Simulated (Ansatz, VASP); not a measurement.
One calculation of Ta3N4, two programs

```
Ta N
1.0
     3.03150    0.00000    0.00000
    -1.51575    2.62536    0.00000
     0.00000    0.00000    9.72807
Ta N
3 4
Direct
  0.00000 0.00000 0.00000
  0.00000 0.00000 0.25671
  0.00000 0.00000 0.74329
  0.33333 0.66667 0.87164
  0.66667 0.33333 0.12836
  0.33333 0.66667 0.38507
  0.66667 0.33333 0.61493
```

Alike in both runs: task relaxation of cell and atoms; functional PBE; dispersion D3(BJ); k mesh 6 × 6 × 2; occupations gaussian, width 0.1 eV; no spin polarisation.

|  | VASP | Ansatz |
| --- | --- | --- |
| version | VASP 6.6.1 | Ansatz 0.2.0 |
| potentials or method | VASP PAW PBE potentials, release 64 (Ta_pv, N), cutoff 600 eV | scalar-relativistic, plane waves, PAW |
| valence electrons in the cell | 53 | 59 |

|  | VASP | Ansatz | Ansatz less VASP |
| --- | --- | --- | --- |
| gap on the k mesh at the Fermi level, each at its own relaxed structure (eV) | none | none | - |
| relaxed volume (Å³/atom) | 11.92 | 11.93 | +0.014 |
| relaxed cell length with the largest relative difference (Å) | 9.962 | 9.976 | +0.0142 |

A gap of «none» marks a metal or a gap that the smearing closes. VASP's potentials hold 53 valence electrons a cell and Ansatz's 59, so a difference there can come from the potentials and not from the codes.

The k mesh is coarse, so the values compare programs but aren't converged. Neither program's run includes spin-orbit coupling.
